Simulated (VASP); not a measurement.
# Ba2CuSO2 (P4/mmm) in VASP: notebook

Runs on Ba2CuSO2. Level: PBEsol+D3(BJ). Tasks: single point.

Everything below comes from runs of VASP 6.6.1. Logs are shortened: lines on timing, memory, paths and dates and some standing lists are left out, and cuts for length are marked.

**1. The cell of the first run**

It takes space group P4/mmm (No. 123, tetragonal). Conventional cell: a = 4.099 Å, b = 4.099 Å, c = 7.592 Å, α = 90.00°, β = 90.00°, γ = 90.00°. Ba (site symmetry 4mm) has 4 O at 2.83 Å and 4 S at 3.43 Å and 4 Cu at 3.50 Å and 1 Ba at 3.68 Å within 3.7 Å. Within 2.7 Å of Cu (site symmetry 4/mmm) lie 4 O at 2.05 Å. S (site symmetry 4/mmm) has 8 Ba at 3.43 Å and 2 Cu at 3.80 Å and 4 S at 4.10 Å and 8 O at 4.31 Å within 4.5 Å. Within 2.7 Å of O (site symmetry mmm) lie 2 Cu at 2.05 Å.

**2. Single point, PBEsol+D3(BJ)**

Contents of INCAR:

```
SYSTEM = Ba2CuSO2
  ALGO = Normal
  EDIFF = 1E-6
  ENCUT = 820
  GGA = PS
  GGA_COMPAT = .FALSE.
  ISIF = 2
  ISMEAR = -1
  IVDW = 12
  LASPH = .TRUE.
  LCHARG = .FALSE.
  LREAL = .FALSE.
  LWAVE = .FALSE.
  NBANDS = 38
  NELM = 120
  PREC = Accurate
  SIGMA = 0.1
```

Contents of KPOINTS:

```
k-points
0
G
  6 6 3
  0 0 0
```

Contents of POSCAR:

```
Ba2CuSO2
1.0
    4.0989908657      0.0000000000      0.0000000000
    0.0000000000      4.0989908657      0.0000000000
    0.0000000000      0.0000000000      7.5923824640
Ba Cu S O
2 1 1 2
Direct
    0.5000000000      0.5000000000      0.7574590000
    0.5000000000      0.5000000000      0.2425410000
    0.0000000000      0.0000000000      0.5000000000
    0.0000000000      0.0000000000      0.0000000000
    0.0000000000      0.5000000000      0.5000000000
    0.5000000000      0.0000000000      0.5000000000
```

Potentials or basis: VASP PAW PBE potentials, release 64 (Ba_sv, Cu_sv_GW, S, O).

Command:

```sh
$ cat potpaw_PBE.64/Ba_sv/POTCAR potpaw_PBE.64/Cu_sv_GW/POTCAR potpaw_PBE.64/S/POTCAR potpaw_PBE.64/O/POTCAR > POTCAR
$ mpirun -np 1 vasp_std > vasp.out
```

OUTCAR:

```text
SYSTEM = Ba2CuSO2
   EDIFF = 1E-6
   ENCUT = 820
   GGA = PS
   ISIF = 2
   ISMEAR = -1
   IVDW = 12
   LASPH = .TRUE.
   LREAL = .FALSE.
   NELM = 120
   PREC = Accurate
 IVDW          = 12

 ion  position               nearest neighbor table
   1  0.500  0.500  0.757-   5 2.83   6 2.83   6 2.83   5 2.83   4 3.43   4 3.43   4 3.43   4 3.43
                             3 3.50   3 3.50   3 3.50   3 3.50   2 3.68   2 3.91
   2  0.500  0.500  0.243-   5 2.83   6 2.83   6 2.83   5 2.83   4 3.43   4 3.43   4 3.43   4 3.43
                             3 3.50   3 3.50   3 3.50   3 3.50   1 3.68   1 3.91
   3  0.000  0.000  0.500-   5 2.05   6 2.05   5 2.05   6 2.05   1 3.50   2 3.50   1 3.50   1 3.50
                             2 3.50   2 3.50   1 3.50   2 3.50
   4  0.000  0.000  0.000-   1 3.43   2 3.43   1 3.43   2 3.43   1 3.43   2 3.43   1 3.43   2 3.43

   5  0.000  0.500  0.500-   3 2.05   3 2.05   1 2.83   2 2.83   1 2.83   2 2.83
   6  0.500  0.000  0.500-   3 2.05   3 2.05   1 2.83   1 2.83   2 2.83   2 2.83

  LATTYP: Found a simple tetragonal cell.
 ALAT       =     4.0989908657
 C/A-ratio  =     1.8522564975

  Lattice vectors:

 A1 = (   4.0989908657,   0.0000000000,   0.0000000000)
 A2 = (   0.0000000000,   4.0989908657,   0.0000000000)
 A3 = (   0.0000000000,   0.0000000000,   7.5923824640)

Analysis of symmetry for initial positions (statically):
=====================================================================
 Subroutine PRICEL returns:
 Original cell was already a primitive cell.

 Routine SETGRP: Setting up the symmetry group for a
 simple tetragonal supercell.

 Subroutine GETGRP returns: Found 16 space group operations
 (whereof 16 operations were pure point group operations)
 out of a pool of 16 trial point group operations.

The static configuration has the point symmetry D_4h.

Analysis of symmetry for dynamics (positions and initial velocities):
=====================================================================
 Subroutine PRICEL returns:
 Original cell was already a primitive cell.

 Routine SETGRP: Setting up the symmetry group for a
 simple tetragonal supercell.

 Subroutine GETGRP returns: Found 16 space group operations
 (whereof 16 operations were pure point group operations)
 out of a pool of 16 trial point group operations.

The dynamic configuration has the point symmetry D_4h.

 Subroutine INISYM returns: Found 16 space group operations
 (whereof 16 operations are pure point group operations),
 and found     1 'primitive' translations

----------------------------------------------------------------------------------------

                                     Primitive cell

  volume of cell :     127.5651

  direct lattice vectors                    reciprocal lattice vectors
     4.098990866  0.000000000  0.000000000     0.243962486  0.000000000  0.000000000
     0.000000000  4.098990866  0.000000000     0.000000000  0.243962486  0.000000000
     0.000000000  0.000000000  7.592382464     0.000000000  0.000000000  0.131710962

  length of vectors
     4.098990866  4.098990866  7.592382464     0.243962486  0.243962486  0.131710962

  position of ions in fractional coordinates (direct lattice)
     0.500000000  0.500000000  0.757459000
     0.500000000  0.500000000  0.242541000
     0.000000000  0.000000000  0.500000000
     0.000000000  0.000000000  0.000000000
     0.000000000  0.500000000  0.500000000
     0.500000000  0.000000000  0.500000000

  ion indices of the primitive-cell ions
   primitive index   ion index
                 1           1
                 2           2
                 3           3
                 4           4
                 5           5
                 6           6

----------------------------------------------------------------------------------------

 KPOINTS: k-points

Automatic generation of k-mesh.
 Grid dimensions read from file:
 generate k-points for:    6    6    3

 Generating k-lattice:

  Cartesian coordinates                     Fractional coordinates (reciprocal lattice)
     0.040660414  0.000000000  0.000000000     0.166666667  0.000000000  0.000000000
     0.000000000  0.040660414  0.000000000     0.000000000  0.166666667  0.000000000
     0.000000000  0.000000000  0.043903654     0.000000000  0.000000000  0.333333333

  Length of vectors
     0.040660414  0.040660414  0.043903654

  Shift w.r.t. Gamma in fractional coordinates (k-lattice)
     0.000000000  0.000000000  0.000000000

 Subroutine IBZKPT returns following result:
 ===========================================

 Found     20 irreducible k-points:

 Following reciprocal coordinates:
            Coordinates               Weight
  0.000000  0.000000  0.000000      1.000000
  0.166667  0.000000  0.000000      4.000000
  0.333333  0.000000  0.000000      4.000000
  0.500000  0.000000  0.000000      2.000000
  0.166667  0.166667  0.000000      4.000000
  0.333333  0.166667  0.000000      8.000000
[... 12 lines left out ...]
  0.500000  0.333333  0.333333      8.000000
  0.500000  0.500000  0.333333      2.000000
   k-points           NKPTS =     20   k-points in BZ     NKDIM =     20   number of bands    NBANDS=     38
   number of dos      NEDOS =    301   number of ions     NIONS =      6
   total plane-waves  NPLWV = 115200
   dimension x,y,z NGX =    40 NGY =   40 NGZ =   72
   dimension x,y,z NGXF=    80 NGYF=   80 NGZF=  144
   ions per type =               2   1   1   2
   NGX,Y,Z   is equivalent  to a cutoff of  16.22, 16.22, 15.77 a.u.
   NGXF,Y,Z  is equivalent  to a cutoff of  32.45, 32.45, 31.53 a.u.
 SYSTEM =  Ba2CuSO2
   PREC   = accura    normal or accurate (medium, high low for compatibility)
   ISTART =      0    job   : 0-new  1-cont  2-samecut
   ICHARG =      2    charge: 1-file 2-atom 10-const
   ISPIN  =      1    spin polarized calculation?
   LNONCOLLINEAR =      F non collinear calculations
   LSORBIT =      F    spin-orbit coupling
   LASPH  =      T    aspherical Exc in radial PAW
   ENCUT  =  820.0 eV  60.27 Ry    7.76 a.u.   9.57  9.57 17.73*2*pi/ulx,y,z
   NELM   =    120;   NELMIN=  2; NELMDL= -5     # of ELM steps
   EDIFF  = 0.1E-05   stopping-criterion for ELM
   LREAL  =      F    real-space projection
   EDIFFG = 0.1E-04   stopping-criterion for IOM
   NSW    =      0    number of steps for IOM
   IBRION =     -1    ionic relax: 0-MD 1-quasi-New 2-CG
   NFREE  =      0    steps in history (QN), initial steepest desc. (CG)
   ISIF   =      2    stress and relaxation
   ISYM   =      2    0-nonsym 1-usesym 2-fastsym
   POTIM  = 0.5000    time-step for ionic-motion
   TEBEG  =    0.0;   TEEND  =   0.0 temperature during run
   PSTRESS=    0.0 pullay stress
   NELECT =      57.0000    total number of electrons
   NUPDOWN=      -1.0000    fix difference up-down
   EMIN   =  10.00;   EMAX   =-10.00  energy-range for DOS
   EFERMI =   0.00;   METHOD = LEGACY
   ISMEAR =    -1;   SIGMA  =   0.10  broadening in eV -4-tet -1-fermi 0-gaus
   EFERMI_NEDOS =   21; number of points for ismear=-14 and -15
   IALGO  =     38    algorithm
   IMIX   =      4    mixing-type and parameters
     AMIX     =   0.40;   BMIX     =  1.00
     AMIX_MAG =   1.60;   BMIX_MAG =  1.00
  volume/ion in A,a.u.               =      21.26       143.48
  Fermi-wavevector in a.u.,A,eV,Ry     =   1.251572  2.365128 21.312603  1.566432
  Thomas-Fermi vector in A             =   2.385513
   LORBIT       =      0    0 simple, 1 ext, 2 COOP (PROOUT), +10 PAW based schemes
   GGA     = PS    functional components
   LHFCALC =     F    Hartree Fock is set to
   AEXX    =    0.0000 exact exchange contribution
   IVDW    =    12    specifies the selected vdW correction
   LEPSILON=     F    determine dielectric tensor
   LRPA    =     F    only Hartree local field effects (RPA)
 non-spin polarized calculation
  energy-cutoff  :      820.00
  volume of cell :      127.57
 maximum number of plane-waves:      6848
 NGX is ok and might be reduce to    40
   NGX = 19   NGY = 19   NGZ = 35

 number of electron      57.0000004 magnetization

 Free energy of the ion-electron system (eV)
  ---------------------------------------------------
  ext. energy  EPLUGINS =         0.00000000
  ---------------------------------------------------
  free energy    TOTEN  =       -33.95640419 eV

  energy without entropy =      -33.89794235  energy(sigma->0) =      -33.92717327

 E-fermi :   2.3516     XC(G=0):  -9.8806

 val. band max:        2.1288014533   @ k =   0.0000   0.0000   0.0000
 cond. band min:       2.4009840447   @ k =   0.3333   0.1667   0.0000
 fundamental gap:      0.2721825914
 Fermi energy:         2.3516028812

 k-point     1 :       0.0000    0.0000    0.0000
  band No.  band energies     occupation
      1    -109.4332      2.00000
      2     -67.0706      2.00000
      3     -67.0706      2.00000
      4     -66.7344      2.00000
      5     -24.1398      2.00000
      6     -24.0177      2.00000
[... 30 lines left out ...]
     37       9.3700      0.00000
     38       9.4738      0.00000

 k-point     2 :       0.1667    0.0000    0.0000
  band No.  band energies     occupation
      1    -109.4332      2.00000
      2     -67.0707      2.00000
      3     -67.0706      2.00000
      4     -66.7344      2.00000
      5     -24.1266      2.00000
      6     -24.0072      2.00000
[... 30 lines left out ...]
     37       8.5319      0.00000
     38       9.5218      0.00000

 k-point     3 :       0.3333    0.0000    0.0000
  band No.  band energies     occupation
      1    -109.4332      2.00000
      2     -67.0707      2.00000
      3     -67.0706      2.00000
      4     -66.7345      2.00000
      5     -24.1000      2.00000
      6     -23.9860      2.00000
[... 30 lines left out ...]
     37       8.2831      0.00000
[... 617 lines left out ...]
 k-point    19 :       0.5000    0.3333    0.3333
  band No.  band energies     occupation
      1    -109.4332      2.00000
      2     -67.0707      2.00000
      3     -67.0707      2.00000
      4     -66.7345      2.00000
      5     -24.0267      2.00000
      6     -23.9684      2.00000
[... 30 lines left out ...]
     37       9.4094      0.00000
     38       9.6174      0.00000

 k-point    20 :       0.5000    0.5000    0.3333
  band No.  band energies     occupation
      1    -109.4332      2.00000
      2     -67.0706      2.00000
      3     -67.0706      2.00000
      4     -66.7344      2.00000
      5     -24.0150      2.00000
      6     -23.9572      2.00000
[... 30 lines left out ...]
     37      10.2321      0.00000
     38      10.5195      0.00000

------------------------ aborting loop because EDIFF is reached ----------------------------------------

 Edisp (eV)   -1.54552

 E8    (eV) :    -1.0930

  FORCE on cell =-STRESS in cart. coord.  units (eV):
  Direction    XX          YY          ZZ          XY          YZ          ZX
  --------------------------------------------------------------------------------------
  -------------------------------------------------------------------------------------
  Total      -8.11478    -8.11478    -6.87240     0.00000    -0.00000     0.00000
  in kB    -101.91901  -101.91901   -86.31517     0.00000    -0.00000     0.00000
  external pressure =      -96.72 kB  Pullay stress =        0.00 kB

 VOLUME and BASIS-vectors are now :
 -----------------------------------------------------------------------------
  energy-cutoff  :      820.00
  volume of cell :      127.57
      direct lattice vectors                 reciprocal lattice vectors
     4.098990866  0.000000000  0.000000000     0.243962486  0.000000000  0.000000000
     0.000000000  4.098990866  0.000000000     0.000000000  0.243962486  0.000000000
     0.000000000  0.000000000  7.592382464     0.000000000  0.000000000  0.131710962

 POSITION                                       TOTAL-FORCE (eV/Angst)
 -----------------------------------------------------------------------------------
      2.04950      2.04950      5.75092         0.000000     -0.000000     -0.720312
      2.04950      2.04950      1.84146        -0.000000      0.000000      0.720312
      0.00000      0.00000      3.79619        -0.000000     -0.000000      0.000000
      0.00000      0.00000      0.00000        -0.000000     -0.000000      0.000000
      0.00000      2.04950      3.79619        -0.000000     -0.000000      0.000000
      2.04950      0.00000      3.79619        -0.000000     -0.000000      0.000000
 -----------------------------------------------------------------------------------
    total drift:                                0.000000      0.000000      0.000000

  FREE ENERGIE OF THE ION-ELECTRON SYSTEM (eV)
  ---------------------------------------------------
  free  energy   TOTEN  =       -35.5019268466 eV

  energy  without entropy=      -35.4434650091  energy(sigma->0) =      -35.47269593
```

It took 3.7 min on 1 thread of Intel Xeon Platinum 8375C at 2.90GHz (Ice Lake), shared host; peak memory 0.5 GiB.

What came out:

- Free energy: -35.5019 eV
- Pressure: -9.7 GPa
- Largest force: 0.720 eV/Å
- Band gap on the k mesh: zero (an odd number of electrons rules out a gap without spin polarisation)
- Dispersion energy per atom: -0.258 eV

Forces in eV/Å, atoms in the order of the input:
```
Ba   0.000  0.000 -0.720
Ba   0.000  0.000  0.720
Cu   0.000  0.000  0.000
S    0.000  0.000  0.000
O    0.000  0.000  0.000
O    0.000  0.000  0.000
```

Stress tensor (GPa, compression positive):
```
-10.19   0.00   0.00
  0.00 -10.19   0.00
  0.00   0.00  -8.63
```

Levels at points of the mesh, in eV from the Fermi level:
| k point | band 24 | band 25 | band 26 | band 27 | band 28 | band 29 | band 30 | band 31 | band 32 | band 33 |
| --- | --- | --- | --- | --- | --- | --- | --- | --- | --- | --- |
| (0.00, 0.00, 0.00) | -1.73 | -1.25 | -1.25 | -0.89 | -0.22 | -0.22 | 1.54 | 2.62 | 3.20 | 4.66 |
| (0.50, 0.00, 0.00) | -1.44 | -0.85 | -0.78 | -0.74 | -0.73 | -0.42 | 3.45 | 3.99 | 4.08 | 4.88 |
| (0.50, 0.50, 0.00) | -1.61 | -0.85 | -0.67 | -0.67 | -0.50 | 1.71 | 3.87 | 3.96 | 4.29 | 5.93 |

Caveat: the cell stands under tension; the PAW data sets were made with another functional, which shifts forces and pressure a little; spin-orbit coupling is left out, which moves the levels of the heavy elements; an odd number of electrons without spin polarisation forces a metal; a magnetic or distorted state may lie lower; semilocal functionals often make such compounds metallic where correlation or magnetic order opens a gap, which also shifts bond lengths. With open d or f shells a metallic result of PBEsol can be an artefact of self-interaction; +U or a hybrid may open a gap.

**3. Single point, PBEsol+D3(BJ)**

This run uses another cell than the first one, of 19.69 Å³/atom.

Contents of INCAR:

```
  PREC = Accurate
  ENCUT = 820
  EDIFF = 1E-6
  ISMEAR = -1
  SIGMA = 0.1
  LREAL = False
  LASPH = True
  NELM = 120
  ALGO = Normal
  ISIF = 2
  LWAVE = False
  LCHARG = False
  GGA = PS
  IVDW = 12
  NBANDS = 38
  GGA_COMPAT = False
```

Contents of KPOINTS:

```
regular mesh
0
Gamma
  6 6 3
```

POSCAR: that of step 2 with these lines changed.

```diff
@@ -2,5 +2,5 @@
 1.0
-    4.0989908657      0.0000000000      0.0000000000
-    0.0000000000      4.0989908657      0.0000000000
-    0.0000000000      0.0000000000      7.5923824640
+    3.9951740000      0.0000000000      0.0000000000
+    0.0000000000      3.9951740000      0.0000000000
+    0.0000000000      0.0000000000      7.4000870000
 Ba Cu S O
```

Potentials or basis: VASP PAW PBE potentials, release 64 (Ba_sv, Cu_sv_GW, S, O).

Command:

```sh
$ cat potpaw_PBE.64/Ba_sv/POTCAR potpaw_PBE.64/Cu_sv_GW/POTCAR potpaw_PBE.64/S/POTCAR potpaw_PBE.64/O/POTCAR > POTCAR
$ mpirun -np 1 vasp_std > vasp.out
```

It took 4.2 min on 1 thread of Intel Xeon Platinum 8259CL at 2.50GHz (Skylake/Cascade Lake), shared host; peak memory 0.48 GiB.

It converged, with:

```
Free energy                : -35.9521 eV
Pressure                   : -5.5 GPa
Largest force              : 0.325 eV/Å
Band gap on the k mesh     : zero (an odd number of electrons rules out a gap without spin polarisation)
Dispersion energy per atom : -0.279 eV
```

Forces in eV/Å, atoms in the order of the input:
```
Ba   0.000  0.000 -0.325
Ba   0.000  0.000  0.325
Cu   0.000  0.000  0.000
S    0.000  0.000  0.000
O    0.000  0.000  0.000
O    0.000  0.000  0.000
```

Stress tensor (GPa, compression positive):
```
-5.68  0.00  0.00
 0.00 -5.68  0.00
 0.00  0.00 -5.09
```

Levels at points of the mesh, in eV from the Fermi level:
```csv
k point,band 24,band 25,band 26,band 27,band 28,band 29,band 30,band 31,band 32,band 33
"(0.00, 0.00, 0.00)",-1.87,-1.48,-1.48,-1.00,-0.25,-0.25,1.53,2.51,3.50,4.77
"(0.50, 0.00, 0.00)",-1.57,-0.93,-0.90,-0.87,-0.75,-0.52,3.48,4.09,4.17,4.93
"(0.50, 0.50, 0.00)",-1.79,-0.95,-0.77,-0.77,-0.68,1.86,3.93,4.09,4.53,6.27
```

Caveat: the cell stands under tension; the PAW data sets were made with another functional, which shifts forces and pressure a little; spin-orbit coupling is left out, which moves the levels of the heavy elements; an odd number of electrons without spin polarisation forces a metal; a magnetic or distorted state may lie lower; semilocal functionals often make such compounds metallic where correlation or magnetic order opens a gap, which also shifts bond lengths.

The gap in the log of VASP goes by the Fermi energy; the results here count the filled bands.